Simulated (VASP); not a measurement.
# V (C2/m) in VASP: single point with PBE

Aim: the single point of V with PBE.

Everything below comes from runs of VASP 6.6.1. Logs are shortened: lines on timing, memory, paths and dates and some standing lists are left out, and cuts for length are marked.

### 1 The cell of the first run

Symmetry: C2/m, No. 12, monoclinic system. The conventional cell has a = 4.190 Å, b = 3.039 Å, c = 2.974 Å, α = 90.00°, β = 134.57°, γ = 90.00°. Within 3.4 Å of V (site symmetry 2/m) lie 14 V at 2.59 to 3.04 Å.

### 2 Single point, PBE

The input, INCAR:

```
PREC = Accurate
ENCUT = 520
EDIFF = 1E-6
ISMEAR = 0
SIGMA = 0.1
LREAL = False
LASPH = True
NELM = 80
ALGO = Normal
ISIF = 2
LWAVE = False
LCHARG = False
GGA = PE
NBANDS = 34
```

The input, KPOINTS:

```
regular mesh
0
Gamma
  6 6 4
```

The input, POSCAR:

```
V
1.0
    2.0871857198     -1.5194361984      0.1805050292
    2.0871857198      1.5194361984      0.1805050292
   -0.6984504434      0.0000000000      8.4464096573
V
4
Direct
    0.2500425458      0.2500425458      0.1250106398
    0.7499574542      0.7499574542      0.8749893602
    0.2499929305      0.2499929305      0.6250189784
    0.7500070695      0.7500070695      0.3749810216
```

Potentials or basis: VASP PAW PBE potentials, release 64 (V_sv).

Run with:

```sh
cat potpaw_PBE.64/V_sv/POTCAR > POTCAR
mpirun -np 1 vasp_std > vasp.out
```

OUTCAR:

```text
PREC = Accurate
   ENCUT = 520
   EDIFF = 1E-6
   ISMEAR = 0
   LREAL = False
   LASPH = True
   NELM = 80
   ISIF = 2
   GGA = PE

 ion  position               nearest neighbor table
   1  0.250  0.250  0.125-   4 2.61   4 2.61   2 2.61   2 2.61
   2  0.750  0.750  0.875-   3 2.61   3 2.61   1 2.61   1 2.61
   3  0.250  0.250  0.625-   2 2.61   2 2.61   4 2.61   4 2.61
   4  0.750  0.750  0.375-   1 2.61   1 2.61   3 2.61   3 2.61

  LATTYP: Found a base centered monoclinic cell.
 ALAT       =     4.1899528849
 B/A-ratio  =     0.7252760306
 C/A-ratio  =     2.0227527184
 COS(beta)  =    -0.0037635613

  Lattice vectors:

 A1 = (  -2.0871857198,   1.5194361984,  -0.1805050292)
 A2 = (  -2.0871857198,  -1.5194361984,  -0.1805050292)
 A3 = (  -0.6984504434,   0.0000000000,   8.4464096573)

Analysis of symmetry for initial positions (statically):
=====================================================================
 Subroutine PRICEL returns:
 Original cell was already a primitive cell.

 Routine SETGRP: Setting up the symmetry group for a
 base centered monoclinic supercell.

 Subroutine GETGRP returns: Found  4 space group operations
 (whereof  4 operations were pure point group operations)
 out of a pool of  4 trial point group operations.

The static configuration has the point symmetry C_2h.

Analysis of symmetry for dynamics (positions and initial velocities):
=====================================================================
 Subroutine PRICEL returns:
 Original cell was already a primitive cell.

 Routine SETGRP: Setting up the symmetry group for a
 base centered monoclinic supercell.

 Subroutine GETGRP returns: Found  4 space group operations
 (whereof  4 operations were pure point group operations)
 out of a pool of  4 trial point group operations.

The dynamic configuration has the point symmetry C_2h.

 Subroutine INISYM returns: Found  4 space group operations
 (whereof  4 operations are pure point group operations),
 and found     1 'primitive' translations

----------------------------------------------------------------------------------------

                                     Primitive cell

  volume of cell :      53.9561

  direct lattice vectors                    reciprocal lattice vectors
     2.087185720 -1.519436198  0.180505029     0.237856018 -0.329069428  0.019668788
     2.087185720  1.519436198  0.180505029     0.237856018  0.329069428  0.019668788
    -0.698450443  0.000000000  8.446409657    -0.010166262  0.000000000  0.117552831

  length of vectors
     2.587974624  2.587974624  8.475238588     0.406508345  0.406508345  0.117991614

  position of ions in fractional coordinates (direct lattice)
     0.250042546  0.250042546  0.125010640
     0.749957454  0.749957454  0.874989360
     0.249992930  0.249992930  0.625018978
     0.750007070  0.750007070  0.374981022

  ion indices of the primitive-cell ions
   primitive index   ion index
                 1           1
                 2           2
                 3           3
                 4           4

----------------------------------------------------------------------------------------

 KPOINTS: regular mesh

Automatic generation of k-mesh.
 Grid dimensions read from file:
 generate k-points for:    6    6    4

 Generating k-lattice:

  Cartesian coordinates                     Fractional coordinates (reciprocal lattice)
     0.039642670 -0.054844905  0.003278131     0.166666667  0.000000000  0.000000000
     0.039642670  0.054844905  0.003278131     0.000000000  0.166666667  0.000000000
    -0.002541566  0.000000000  0.029388208     0.000000000  0.000000000  0.250000000

  Length of vectors
     0.067751391  0.067751391  0.029497904

  Shift w.r.t. Gamma in fractional coordinates (k-lattice)
     0.000000000  0.000000000  0.000000000

 Subroutine IBZKPT returns following result:
 ===========================================

 Found     47 irreducible k-points:

 Following reciprocal coordinates:
            Coordinates               Weight
  0.000000  0.000000  0.000000      1.000000
  0.166667 -0.000000  0.000000      4.000000
  0.333333 -0.000000  0.000000      4.000000
  0.500000 -0.000000  0.000000      2.000000
  0.166667  0.166667  0.000000      2.000000
  0.333333  0.166667  0.000000      4.000000
[... 16 lines left out ...]
 -0.333333  0.166667  0.250000      4.000000
 -0.166667  0.166667  0.250000      4.000000
 [... further k-points ...]
   k-points           NKPTS =     47   k-points in BZ     NKDIM =     47   number of bands    NBANDS=     34
   number of dos      NEDOS =    301   number of ions     NIONS =      4
   total plane-waves  NPLWV =  25600
   dimension x,y,z NGX =    20 NGY =   20 NGZ =   64
   dimension x,y,z NGXF=    40 NGYF=   40 NGZF=  128
   ions per type =               4
   NGX,Y,Z   is equivalent  to a cutoff of  12.85, 12.85, 12.55 a.u.
   NGXF,Y,Z  is equivalent  to a cutoff of  25.70, 25.70, 25.11 a.u.
 SYSTEM =  unknown system
   PREC   = accura    normal or accurate (medium, high low for compatibility)
   ISTART =      0    job   : 0-new  1-cont  2-samecut
   ICHARG =      2    charge: 1-file 2-atom 10-const
   ISPIN  =      1    spin polarized calculation?
   LNONCOLLINEAR =      F non collinear calculations
   LSORBIT =      F    spin-orbit coupling
   LASPH  =      T    aspherical Exc in radial PAW
   ENCUT  =  520.0 eV  38.22 Ry    6.18 a.u.   4.81  4.81 15.76*2*pi/ulx,y,z
   NELM   =     80;   NELMIN=  2; NELMDL= -5     # of ELM steps
   EDIFF  = 0.1E-05   stopping-criterion for ELM
   LREAL  =      F    real-space projection
   EDIFFG = 0.1E-04   stopping-criterion for IOM
   NSW    =      0    number of steps for IOM
   IBRION =     -1    ionic relax: 0-MD 1-quasi-New 2-CG
   NFREE  =      0    steps in history (QN), initial steepest desc. (CG)
   ISIF   =      2    stress and relaxation
   ISYM   =      2    0-nonsym 1-usesym 2-fastsym
   POTIM  = 0.5000    time-step for ionic-motion
   TEBEG  =    0.0;   TEEND  =   0.0 temperature during run
   PSTRESS=    0.0 pullay stress
   NELECT =      52.0000    total number of electrons
   NUPDOWN=      -1.0000    fix difference up-down
   EMIN   =  10.00;   EMAX   =-10.00  energy-range for DOS
   EFERMI =   0.00;   METHOD = LEGACY
   ISMEAR =     0;   SIGMA  =   0.10  broadening in eV -4-tet -1-fermi 0-gaus
   EFERMI_NEDOS =   21; number of points for ismear=-14 and -15
   IALGO  =     38    algorithm
   IMIX   =      4    mixing-type and parameters
     AMIX     =   0.40;   BMIX     =  1.00
     AMIX_MAG =   1.60;   BMIX_MAG =  1.00
  volume/ion in A,a.u.               =      13.49        91.03
  Fermi-wavevector in a.u.,A,eV,Ry     =   1.617071  3.055821 35.578133  2.614919
  Thomas-Fermi vector in A             =   2.711555
   LORBIT       =      0    0 simple, 1 ext, 2 COOP (PROOUT), +10 PAW based schemes
   GGA     = PE    functional components
   LHFCALC =     F    Hartree Fock is set to
   AEXX    =    0.0000 exact exchange contribution
   IVDW    =     0    specifies the selected vdW correction
   LEPSILON=     F    determine dielectric tensor
   LRPA    =     F    only Hartree local field effects (RPA)
 non-spin polarized calculation
 Gauss-broadening in eV      SIGMA  =   0.10
  energy-cutoff  :      520.00
  volume of cell :       53.96
 maximum number of plane-waves:      1480
   NGX =  9   NGY =  9   NGZ = 31

 number of electron      52.0000045 magnetization

 Free energy of the ion-electron system (eV)
  ---------------------------------------------------
  ext. energy  EPLUGINS =         0.00000000
  ---------------------------------------------------
  free energy    TOTEN  =       -35.89140417 eV

  energy without entropy =      -35.84607057  energy(sigma->0) =      -35.86873737

 E-fermi :   9.6890     XC(G=0): -12.8974

 val. band max:        9.6877554717   @ k =   0.3333   0.0000   0.2500
 cond. band min:       9.6925148090   @ k =   0.5000   0.1667   0.2500
 fundamental gap:      0.0047593373
 Fermi energy:         9.6890267942

 k-point     1 :       0.0000    0.0000    0.0000
  band No.  band energies     occupation
      1     -54.0366      2.00000
      2     -53.9412      2.00000
      3     -53.9410      2.00000
      4     -53.8442      2.00000
      5     -28.2273      2.00000
      6     -27.8005      2.00000
[... 26 lines left out ...]
     33      11.9378      0.00000
     34      12.0096      0.00000

 k-point     2 :       0.1667   -0.0000    0.0000
  band No.  band energies     occupation
      1     -53.9993      2.00000
      2     -53.9165      2.00000
      3     -53.9161      2.00000
      4     -53.8323      2.00000
      5     -28.1499      2.00000
      6     -27.8719      2.00000
[... 26 lines left out ...]
     33      12.1249      0.00000
     34      12.2041      0.00000

 k-point     3 :       0.3333   -0.0000    0.0000
  band No.  band energies     occupation
      1     -53.9148      2.00000
      2     -53.8666      2.00000
      3     -53.8659      2.00000
      4     -53.8178      2.00000
      5     -28.0976      2.00000
      6     -28.0974      2.00000
[... 26 lines left out ...]
     33      12.3250      0.00000
     34      12.4652      0.00000
[... 704 lines left out ...]
 k-point    23 :      -0.3333    0.1667    0.2500
  band No.  band energies     occupation
      1     -53.8552      2.00000
      2     -53.8472      2.00000
      3     -53.8354      2.00000
      4     -53.8278      2.00000
      5     -28.1016      2.00000
      6     -28.0838      2.00000
[... 26 lines left out ...]
     33      12.4061      0.00000
     34      12.4781      0.00000

 k-point    24 :      -0.1667    0.1667    0.2500
  band No.  band energies     occupation
      1     -53.9406      2.00000
      2     -53.9098      2.00000
      3     -53.8662      2.00000
      4     -53.8354      2.00000
      5     -28.0270      2.00000
      6     -28.0227      2.00000
[... 26 lines left out ...]
     33      12.3208      0.00000
     34      12.3225      0.00000

 [... further k-points ...]

------------------------ aborting loop because EDIFF is reached ----------------------------------------

  FORCE on cell =-STRESS in cart. coord.  units (eV):
  Direction    XX          YY          ZZ          XY          YZ          ZX
  --------------------------------------------------------------------------------------
  -------------------------------------------------------------------------------------
  Total        0.0882543      0.0908525      0.0564751      0.0000000      0.0000000     -0.0175432
  in kB        2.6206312      2.6977816      1.6769785      0.0000000      0.0000000     -0.5209300
  external PRESSURE =       2.3317971 kB  Pullay stress =       0.0000000 kB

 VOLUME and BASIS-vectors are now :
 -----------------------------------------------------------------------------
  energy-cutoff  :      520.00
  volume of cell :       53.96
      direct lattice vectors                 reciprocal lattice vectors
     2.087185720 -1.519436198  0.180505029     0.237856018 -0.329069428  0.019668788
     2.087185720  1.519436198  0.180505029     0.237856018  0.329069428  0.019668788
    -0.698450443  0.000000000  8.446409657    -0.010166262  0.000000000  0.117552831

 POSITION                                       TOTAL-FORCE (eV/Angst)
 -----------------------------------------------------------------------------------
      0.95646      0.00000      1.14616        -0.000554      0.000000     -0.000501
      2.51946      0.00000      7.66126         0.000554      0.000000      0.000501
      0.60702      0.00000      5.36942        -0.000205      0.000000     -0.000718
      2.86890      0.00000      3.43800         0.000205      0.000000      0.000718
 -----------------------------------------------------------------------------------
    total drift:                                0.000000      0.000000     -0.000000

  FREE ENERGIE OF THE ION-ELECTRON SYSTEM (eV)
  ---------------------------------------------------
  free  energy   TOTEN  =       -35.8914041704 eV

  energy  without entropy=      -35.8460705727  energy(sigma->0) =      -35.86873737
```

It took 79 s on 1 thread of Intel Xeon Platinum 8259CL at 2.50GHz (Skylake/Cascade Lake), shared host; peak memory 0.19 GiB.

What came out:

* Free energy: -35.8914 eV
* Pressure: 0.2 GPa
* Band gap on the k mesh: zero (bands 26 and 27 overlap by 1.41 eV)

Caveat: the k points lie up to 0.43 Å⁻¹ apart, too coarse for converged energies and pressures of a metal.
